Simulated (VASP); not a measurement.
# HC4 in VASP: notebook

HC4 is run at these levels: PBE+D3(BJ); tasks: single point.

Program: VASP 6.6.1. These are calculated values, not measurements. Logs are shortened: lines on timing, memory, paths and dates and some standing lists are left out, and cuts for length are marked.

## Step 1: The cell of the first run

The cell holds a slab with vacuum, 10 atoms: a = 4.931 Å, b = 4.931 Å, c = 18.000 Å, α = 90.00°, β = 90.00°, γ = 120.00°.

## Step 2: Single point, PBE+D3(BJ)

Input file INCAR:

```
SYSTEM = HC4
ALGO = Normal
DIPOL = 0.5 0.5 0.245
EDIFF = 1E-6
ENCUT = 520
GGA = PE
IDIPOL = 3
ISIF = 2
ISMEAR = 0
IVDW = 12
LASPH = .TRUE.
LCHARG = .FALSE.
LDIPOL = .TRUE.
LREAL = .FALSE.
LWAVE = .FALSE.
NBANDS = 28
NELM = 100
PREC = Accurate
SIGMA = 0.1
```

Input file KPOINTS:

```
k-points
0
G
  6 6 1
  0 0 0
```

Input file POSCAR:

```
HC4
1.0
    4.9313048819      0.0000000000      0.0000000000
   -2.4656524409      4.2706353015      0.0000000000
    0.0000000000      0.0000000000     18.0000331942
C H
8 2
Direct
    0.3333333333      0.1666666667      0.2222236565
    0.3333333333      0.6666666667      0.2222236565
    0.8333333333      0.1666666667      0.2222236565
    0.8333333333      0.6666666667      0.2222236565
    0.1666666667      0.3333333333      0.2222218124
    0.1666666667      0.8333333333      0.2222218124
    0.6666666667      0.3333333333      0.2222218124
    0.6666666667      0.8333333333      0.2222218124
    0.1817507365      0.1666666667      0.3361123354
    0.4849159302      0.1666666667      0.3361123354
```

Potentials or basis: VASP PAW PBE potentials, release 64 (C, H).

Run with:

```sh
cat potpaw_PBE.64/C/POTCAR potpaw_PBE.64/H/POTCAR > POTCAR
mpirun -np 1 vasp_std > vasp.out
```

OUTCAR:

```text
SYSTEM = HC4
   EDIFF = 1E-6
   ENCUT = 520
   GGA = PE
   ISIF = 2
   ISMEAR = 0
   IVDW = 12
   LASPH = .TRUE.
   LREAL = .FALSE.
   NELM = 100
   PREC = Accurate
 IVDW          = 12

 ion  position               nearest neighbor table
   1  0.333  0.167  0.222-   5 1.42   6 1.42   7 1.42
   2  0.333  0.667  0.222-   6 1.42   5 1.42   8 1.42
   3  0.833  0.167  0.222-   7 1.42   8 1.42   5 1.42
   4  0.833  0.667  0.222-   8 1.42   7 1.42   6 1.42
   5  0.167  0.333  0.222-   1 1.42   2 1.42   3 1.42
   6  0.167  0.833  0.222-   2 1.42   1 1.42   4 1.42
   7  0.667  0.333  0.222-   3 1.42   4 1.42   1 1.42
   8  0.667  0.833  0.222-   4 1.42   3 1.42   2 1.42
   9  0.182  0.167  0.336-
  10  0.485  0.167  0.336-

  LATTYP: Found a hexagonal cell.
 ALAT       =     4.9313048819
 C/A-ratio  =     3.6501562214

  Lattice vectors:

 A1 = (   4.9313048819,   0.0000000000,   0.0000000000)
 A2 = (  -2.4656524409,   4.2706353015,   0.0000000000)
 A3 = (   0.0000000000,   0.0000000000,  18.0000331942)

Analysis of symmetry for initial positions (statically):
=====================================================================
 Subroutine PRICEL returns:
 Original cell was already a primitive cell.

 Routine SETGRP: Setting up the symmetry group for a
 hexagonal supercell.

 Subroutine GETGRP returns: Found  2 space group operations
 (whereof  1 operations were pure point group operations)
 out of a pool of 24 trial point group operations.

The static configuration has the point symmetry C_1 .
 The point group associated with its full space group is C_1h.

Analysis of symmetry for dynamics (positions and initial velocities):
=====================================================================
 Subroutine PRICEL returns:
 Original cell was already a primitive cell.

 Routine SETGRP: Setting up the symmetry group for a
 hexagonal supercell.

 Subroutine GETGRP returns: Found  2 space group operations
 (whereof  1 operations were pure point group operations)
 out of a pool of 24 trial point group operations.

The dynamic configuration has the point symmetry C_1 .
 The point group associated with its full space group is C_1h.

 Subroutine INISYM returns: Found  2 space group operations
 (whereof  1 operations are pure point group operations),
 and found     1 'primitive' translations

----------------------------------------------------------------------------------------

                                     Primitive cell

[... 111 lines left out ...]
   IALGO  =     38    algorithm
   IMIX   =      4    mixing-type and parameters
     AMIX     =   0.40;   BMIX     =  1.00
     AMIX_MAG =   1.60;   BMIX_MAG =  1.00
  volume/ion in A,a.u.               =      37.91       255.81
  Fermi-wavevector in a.u.,A,eV,Ry     =   0.732811  1.384812  7.306489  0.537012
  Thomas-Fermi vector in A             =   1.825366
   LORBIT       =      0    0 simple, 1 ext, 2 COOP (PROOUT), +10 PAW based schemes
   GGA     = PE    functional components
   LHFCALC =     F    Hartree Fock is set to
   AEXX    =    0.0000 exact exchange contribution
   IVDW    =    12    specifies the selected vdW correction
   LEPSILON=     F    determine dielectric tensor
   LRPA    =     F    only Hartree local field effects (RPA)
 non-spin polarized calculation
 Gauss-broadening in eV      SIGMA  =   0.10
  energy-cutoff  :      520.00
  volume of cell :      379.08
 maximum number of plane-waves:     10258
 NGX is ok and might be reduce to    40
   NGX = 19   NGY = 19   NGZ = 67

 dipolmoment           0.000000      0.000000     -0.017501 electrons x Angstroem

 number of electron      33.9999998 magnetization

 dipolmoment           0.000000      0.000000      0.130047 electrons x Angstroem

 Free energy of the ion-electron system (eV)
  ---------------------------------------------------
  ext. energy  EPLUGINS =         0.00000000
  ---------------------------------------------------
  free energy    TOTEN  =       -77.06524587 eV

  energy without entropy =      -77.06339018  energy(sigma->0) =      -77.06431802

 E-fermi :  -3.0438     XC(G=0):  -2.8061

 val. band max:       -3.1540987394   @ k =   0.3333   0.3333   0.0000
 cond. band min:      -2.9334338648   @ k =   0.3333   0.3333   0.0000
 fundamental gap:      0.2206648746
 Fermi energy:        -3.0437663024

 k-point     1 :       0.0000    0.0000    0.0000
  band No.  band energies     occupation
      1     -22.5491      2.00000
      2     -17.3209      2.00000
      3     -17.2970      2.00000
      4     -17.2929      2.00000
      5     -16.2741      2.00000
      6     -16.2596      2.00000
[... 392 lines left out ...]
     27       4.5593      0.00000
     28       4.6854      0.00000

------------------------ aborting loop because EDIFF is reached ----------------------------------------

 vacuum level on the upper side and lower side of the slab       (xc-potential included)         0.536        -0.550

 Edisp (eV)   -0.88901

 E8    (eV) :    -0.2651

  FORCE on cell =-STRESS in cart. coord.  units (eV):
  Direction    XX          YY          ZZ          XY          YZ          ZX
  --------------------------------------------------------------------------------------
  -------------------------------------------------------------------------------------
  Total      -5.94573     0.17323     3.49488     0.00000     0.22683     0.00000
  in kB     -25.12973     0.73216    14.77120     0.00000     0.95872     0.00000
  external pressure =       -3.21 kB  Pullay stress =        0.00 kB

 VOLUME and BASIS-vectors are now :
 -----------------------------------------------------------------------------
  energy-cutoff  :      520.00
  volume of cell :      379.08
      direct lattice vectors                 reciprocal lattice vectors
     4.931304882  0.000000000  0.000000000     0.202786083  0.117078599  0.000000000
    -2.465652441  4.270635301  0.000000000     0.000000000  0.234157199  0.000000000
     0.000000000  0.000000000 18.000033194     0.000000000  0.000000000  0.055555453

 POSITION                                       TOTAL-FORCE (eV/Angst)
 -----------------------------------------------------------------------------------
      1.23283      0.71177      4.00003        -0.000000     -0.043824     -1.019105
     -0.00000      2.84709      4.00003        -0.070517      0.058611      0.023350
      3.69848      0.71177      4.00003        -0.000000     -0.003961      0.018499
      2.46565      2.84709      4.00003         0.070517      0.058611      0.023350
      0.00000      1.42355      4.00000         0.081923     -0.030056     -0.262734
     -1.23283      3.55886      4.00000        -0.000000     -0.064418     -0.410918
      2.46565      1.42355      4.00000        -0.081923     -0.030056     -0.262734
      1.23283      3.55886      4.00000        -0.000000     -0.055666      0.156068
      0.48533      0.71177      6.05003         3.712404      0.055380      0.867112
      1.98033      0.71177      6.05003        -3.712404      0.055380      0.867112
 -----------------------------------------------------------------------------------
    total drift:                               -0.000000      0.000021      0.000405

  FREE ENERGIE OF THE ION-ELECTRON SYSTEM (eV)
  ---------------------------------------------------
  free  energy   TOTEN  =       -77.9542578946 eV

  energy  without entropy=      -77.9524022057  energy(sigma->0) =      -77.95333005

 vacuum level on the upper side and lower side of the slab         2.454         1.337
```

OSZICAR:

```text
N       E                     dE             d eps       ncg     rms          rms(c)
DAV:   1     0.273078930981E+03    0.27308E+03   -0.12423E+04   752   0.899E+02
DAV:   2    -0.370582830107E+02   -0.31014E+03   -0.28623E+03  1148   0.215E+02
DAV:   3    -0.807249409479E+02   -0.43667E+02   -0.43348E+02   904   0.888E+01
DAV:   4    -0.819724558912E+02   -0.12475E+01   -0.12421E+01   968   0.190E+01
[... 14 lines left out ...]
DAV:  19    -0.770652348832E+02   -0.22531E-04   -0.10071E-06   600   0.291E-03    0.676E-04
DAV:  20    -0.770652413232E+02   -0.64400E-05   -0.10998E-07   576   0.161E-03    0.363E-04
DAV:  21    -0.770652437632E+02   -0.24400E-05   -0.42923E-08   568   0.974E-04    0.240E-04
DAV:  22    -0.770652452020E+02   -0.14388E-05   -0.15674E-08   548   0.547E-04    0.114E-04
DAV:  23    -0.770652458683E+02   -0.66638E-06   -0.10892E-08   572   0.449E-04
   1 F= -.77954258E+02 E0= -.77953330E+02  d E =-.185569E-02
```

Wall time 2.8 min (1 thread of Intel Xeon 6975P-C (Granite Rapids), shared host); peak memory 0.52 GiB.

Results:

```
Free energy                : -77.9543 eV
Largest force              : 3.813 eV/Å
Band gap on the k mesh     : 0.22 eV
Dispersion energy per atom : -0.089 eV
```

Forces in eV/Å, atoms in the order of the input:
```
C    0.000 -0.044 -1.019
C   -0.071  0.059  0.023
C    0.000 -0.004  0.018
C    0.071  0.059  0.023
C    0.082 -0.030 -0.263
C    0.000 -0.064 -0.411
C   -0.082 -0.030 -0.263
C    0.000 -0.056  0.156
H    3.712  0.055  0.867
H   -3.712  0.055  0.867
```

Levels at points of the mesh, in eV from the valence-band top:
| k point | band 15 | band 16 | band 17 | band 18 | band 19 | band 20 |
| --- | --- | --- | --- | --- | --- | --- |
| (0.00, 0.00, 0.00) | -2.32 | -2.23 | -1.47 | 0.95 | 1.78 | 1.84 |
| (0.50, 0.00, 0.00) | -3.23 | -2.67 | -1.36 | 1.68 | 2.93 | 3.03 |
| (0.00, 0.50, 0.00) | -3.00 | -2.77 | -1.62 | 2.08 | 2.95 | 3.49 |

## Step 3: Single point, PBE+D3(BJ)

Input file INCAR:

```
PREC = Accurate
ENCUT = 520
EDIFF = 1E-6
ISMEAR = 0
SIGMA = 0.1
LREAL = F
LASPH = T
NELM = 80
ALGO = Normal
ISIF = 2
LWAVE = F
LCHARG = T
LDIPOL = T
IDIPOL = 3
DIPOL = 0.5 0.5 0.262
GGA = PE
IVDW = 12
LELF = T
LVHAR = T
LVACPOTAV = T
NBANDS = 28
```

Input file KPOINTS:

```
regular mesh
0
Gamma
  6 6 1
```

POSCAR: that of step 2 with these lines changed.

```diff
@@ -16,3 +16,3 @@
     0.6666666667      0.8333333333      0.2222218124
-    0.1817507365      0.1666666667      0.3361123354
-    0.4849159302      0.1666666667      0.3361123354
+    0.2674278564      0.1666666667      0.4222232877
+    0.3992388102      0.1666666667      0.4222232877
```

Potentials or basis: VASP PAW PBE potentials, release 64 (C, H).

Run with:

```sh
cat potpaw_PBE.64/C/POTCAR potpaw_PBE.64/H/POTCAR > POTCAR
mpirun -np 1 vasp_std > vasp.out
```

Wall time 11 min (1 thread of Intel Xeon 8259CL, shared host); peak memory 0.53 GiB.

The run converged. Its results:

```yaml
Free_energy: -81.0983 eV
Largest_force: 4.886 eV/Å
Band_gap_on_the_k_mesh: zero (filled and empty bands touch)
Dispersion_energy_per_atom: -0.075 eV
```

Forces on the atoms (eV/Å):
```
C    0.000  0.000 -0.001
C   -0.001  0.000  0.005
C    0.000  0.001  0.006
C    0.001  0.000  0.005
C    0.006 -0.002  0.005
C    0.000  0.005  0.004
C   -0.006 -0.002  0.005
C    0.000 -0.002  0.007
H   -4.886  0.000 -0.017
H    4.886  0.000 -0.017
```

Levels at points of the mesh, in eV from the Fermi level:
```csv
k point,band 14,band 15,band 16,band 17,band 18,band 19,band 20,band 21
"(0.00, 0.00, 0.00)",-3.05,-2.36,-2.36,-2.36,1.67,1.68,1.68,3.40
"(0.50, 0.00, 0.00)",-5.06,-5.05,-2.74,-2.74,2.82,2.82,4.03,5.41
"(0.00, 0.50, 0.00)",-5.06,-5.06,-2.74,-2.74,2.82,2.82,4.45,5.40
```

## Step 4: Single point, PBE+D3(BJ)

Input file INCAR:

```
SYSTEM = HC4
PREC = Accurate
ENCUT = 520
EDIFF = 1E-7
ISMEAR = 0
SIGMA = 0.1
LREAL = .FALSE.
LASPH = .TRUE.
NELM = 60
ALGO = Normal
ISIF = 2
LWAVE = .FALSE.
LCHARG = .TRUE.
LDIPOL = .TRUE.
IDIPOL = 3
DIPOL = 0.5 0.5 0.234
GGA = PE
IVDW = 12
LELF = .TRUE.
LVHAR = .TRUE.
LVACPOTAV = .TRUE.
NBANDS = 28
```

Input file KPOINTS:

```
Automatic mesh
0
G
  6 6 1
  0 0 0
```

POSCAR: that of step 3 with these lines changed.

```diff
@@ -16,3 +16,3 @@
     0.6666666667      0.8333333333      0.2222218124
-    0.2674278564      0.1666666667      0.4222232877
-    0.3992388102      0.1666666667      0.4222232877
+    0.2401531283      0.1666666667      0.2827791004
+    0.4265135384      0.1666666667      0.2827791004
```

Run with:

```sh
cat potpaw_PBE.64/C/POTCAR potpaw_PBE.64/H/POTCAR > POTCAR
mpirun -np 1 vasp_std > vasp.out
```

Run time: 10 min. Hardware: 1 thread of Intel Xeon 8259CL, shared host; peak memory 0.55 GiB.

The run converged. Its results:

```
Free energy                : -75.2707 eV
Largest force              : 5.074 eV/Å
Band gap on the k mesh     : zero (bands 17 and 18 overlap by 0.06 eV)
Dispersion energy per atom : -0.080 eV
```

Forces in eV/Å, atoms in the order of the input:
```
C    0.000 -0.922  0.217
C   -0.334  0.285 -0.203
C    0.000 -0.002 -0.387
C    0.334  0.285 -0.203
C   -3.598  1.974 -1.989
C    0.000 -4.365 -2.587
C    3.598  1.974 -1.989
C    0.000  0.058  0.422
H   -0.948  0.356  3.359
H    0.948  0.356  3.359
```

Levels at points of the mesh, in eV from the Fermi level:
```tsv
k point	band 13	band 14	band 15	band 16	band 17	band 18	band 19	band 20	band 21	band 22
(0.00, 0.00, 0.00)	-4.02	-3.83	-3.34	-3.09	-0.42	-0.09	0.71	1.07	2.96	3.47
(0.50, 0.00, 0.00)	-6.28	-5.52	-4.58	-3.62	-0.04	1.80	1.96	3.49	4.56	4.98
(0.00, 0.50, 0.00)	-6.46	-5.46	-4.52	-3.91	-0.03	1.38	2.06	3.89	4.66	5.24
```

## Step 5: Single point, PBE+D3(BJ)

Input file INCAR:

```
ALGO = Normal
DIPOL = 0.5 0.5 0.262
EDIFF = 1E-7
ENCUT = 520
GGA = PE
IDIPOL = 3
ISIF = 2
ISMEAR = 0
IVDW = 12
LASPH = T
LCHARG = F
LDIPOL = T
LREAL = F
LWAVE = F
NBANDS = 28
NELM = 60
PREC = Accurate
SIGMA = 0.1
```

Input file KPOINTS:

```
k-points
0
Gamma
  6 6 1
```

POSCAR: that of step 4 with these lines changed.

```diff
@@ -16,3 +16,3 @@
     0.6666666667      0.8333333333      0.2222218124
-    0.2401531283      0.1666666667      0.2827791004
-    0.4265135384      0.1666666667      0.2827791004
+    0.2401531283      0.1666666667      0.4222232877
+    0.4265135384      0.1666666667      0.4222232877
```

Run with:

```sh
cat potpaw_PBE.64/C/POTCAR potpaw_PBE.64/H/POTCAR > POTCAR
mpirun -np 1 vasp_std > vasp.out
```

Run time: 9.2 min. Hardware: 1 thread of Intel Xeon 8259CL, shared host; peak memory 0.56 GiB.

It converged, with:

- Free energy: -80.9856 eV
- Largest force: 3.441 eV/Å
- Band gap on the k mesh: zero (filled and empty bands touch)
- Dispersion energy per atom: -0.077 eV

Forces on the atoms (eV/Å):
```
C    0.000 -0.001 -0.002
C   -0.002  0.000  0.007
C    0.000  0.001  0.008
C    0.002  0.000  0.007
C    0.009 -0.002  0.007
C    0.000  0.006  0.004
C   -0.009 -0.002  0.007
C    0.000 -0.003  0.009
H    3.441  0.000 -0.023
H   -3.441  0.000 -0.023
```

Levels at points of the mesh, in eV from the Fermi level:
| k point | band 13 | band 14 | band 15 | band 16 | band 17 | band 18 | band 19 | band 20 | band 21 | band 22 |
| --- | --- | --- | --- | --- | --- | --- | --- | --- | --- | --- |
| (0.00, 0.00, 0.00) | -3.05 | -3.05 | -2.36 | -2.36 | -2.36 | 1.67 | 1.68 | 1.68 | 3.43 | 3.99 |
| (0.50, 0.00, 0.00) | -5.37 | -5.06 | -5.05 | -2.74 | -2.74 | 2.82 | 2.82 | 3.13 | 5.41 | 5.56 |
| (0.00, 0.50, 0.00) | -5.39 | -5.06 | -5.05 | -2.74 | -2.74 | 2.82 | 2.82 | 4.29 | 4.83 | 5.40 |

## Step 6: Single point, PBE+D3(BJ)

Input file INCAR:

```
  ALGO = Normal
  DIPOL = 0.5 0.5 0.227
  EDIFF = 1E-6
  ENCUT = 520
  GGA = PE
  IDIPOL = 3
  ISIF = 2
  ISMEAR = 0
  IVDW = 12
  LASPH = True
  LCHARG = False
  LDIPOL = True
  LREAL = False
  LWAVE = False
  NBANDS = 28
  NELM = 60
  PREC = Accurate
  SIGMA = 0.1
```

KPOINTS is that of step 5.

POSCAR: that of step 5 with these lines changed.

```diff
@@ -16,3 +16,3 @@
     0.6666666667      0.8333333333      0.2222218124
-    0.2401531283      0.1666666667      0.4222232877
-    0.4265135384      0.1666666667      0.4222232877
+    0.1817507365      0.1666666667      0.2472236104
+    0.4849159302      0.1666666667      0.2472236104
```

Potentials or basis: VASP PAW PBE potentials, release 64 (C, H).

Run with:

```sh
cat potpaw_PBE.64/C/POTCAR potpaw_PBE.64/H/POTCAR > POTCAR
mpirun -np 1 vasp_std > vasp.out
```

It took 8.5 min on 1 thread of Intel Xeon 8259CL, shared host; peak memory 0.56 GiB.

The run converged. Its results:

```yaml
Free_energy: -66.4728 eV
Largest_force: 19.596 eV/Å
Band_gap_on_the_k_mesh: zero (bands 17 and 18 overlap by 0.98 eV)
Dispersion_energy_per_atom: -0.078 eV
```

Forces on the atoms (eV/Å):
```
C     0.000  -2.644 -19.416
C     0.268   0.870   0.331
C     0.000  -1.028  -0.778
C    -0.268   0.870   0.331
C    -7.398   8.044  -5.374
C     0.000  -4.242  -1.458
C     7.398   8.044  -5.374
C     0.000   0.055  -0.169
H    -8.532  -4.984  15.953
H     8.532  -4.984  15.953
```

Levels at points of the mesh, in eV from the Fermi level:
```tsv
k point	band 15	band 16	band 17	band 18	band 19	band 20
(0.00, 0.00, 0.00)	-4.44	-4.03	-0.71	-0.50	-0.05	1.47
(0.50, 0.00, 0.00)	-4.98	-4.52	0.15	0.95	3.33	3.59
(0.00, 0.50, 0.00)	-4.92	-4.90	0.47	0.52	3.04	3.52
```

## Step 7: Overview

| cell | gap on the mesh (eV) | largest force (eV/Å) |
| --- | --- | --- |
| as given, atomic positions A | 0.22 | 3.81 |
| as given, atomic positions B | none | 4.89 |
| as given, atomic positions C | none | 5.07 |
| as given, atomic positions D | none | 3.44 |
| as given, atomic positions E | none | 19.60 |

Alike in all rows: task single point; level PBE+D3(BJ); potentials or basis VASP PAW PBE potentials, release 64 (C, H); no spin polarisation; k mesh 6 × 6 × 1; cutoff (eV) 520; smearing gaussian 0.1 eV.

Absolute energies hang on the potentials; compare differences alone.
